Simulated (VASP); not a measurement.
Runs of VASP 6.6.1 on HgH3. The structure is that of space group I4/mmm (No. 139), or close to it. The cells are those of the table. 

```tsv
task	cell	k mesh	cutoff (eV)	gap on the mesh (eV)	pressure (GPa)
relaxation of cell and atoms	relaxed from a = 4.480 Å, angles 135.6, 135.6, 64.7°, 4 atoms	8 × 8 × 8	600	none	0.0
single point	a = 4.480 Å, angles 135.6, 135.6, 64.7°, 4 atoms	8 × 8 × 8	520	none	-10.9
single point	a = 4.498 Å, angles 141.2, 141.2, 56.0°, 4 atoms	8 × 8 × 8	520	none	0.4
single point	a = 4.421 Å, angles 140.3, 140.3, 57.4°, 4 atoms	22 × 22 × 22	520	none	(a)
```

Alike in all rows: level PBE; potentials or basis VASP PAW PBE potentials, release 64 (Hg, H); no spin polarisation; smearing gaussian 0.1 eV.

Task: Fill in the values left out.

Result: (a) 0.5.

Caveats: some runs use coarse meshes; spin-orbit coupling is left out, which moves the levels of the heavy elements.

A k mesh can miss the band edges, and the runs leave out spin-orbit coupling on Hg.

A gap of «none» marks levels without a gap at the run's occupations.
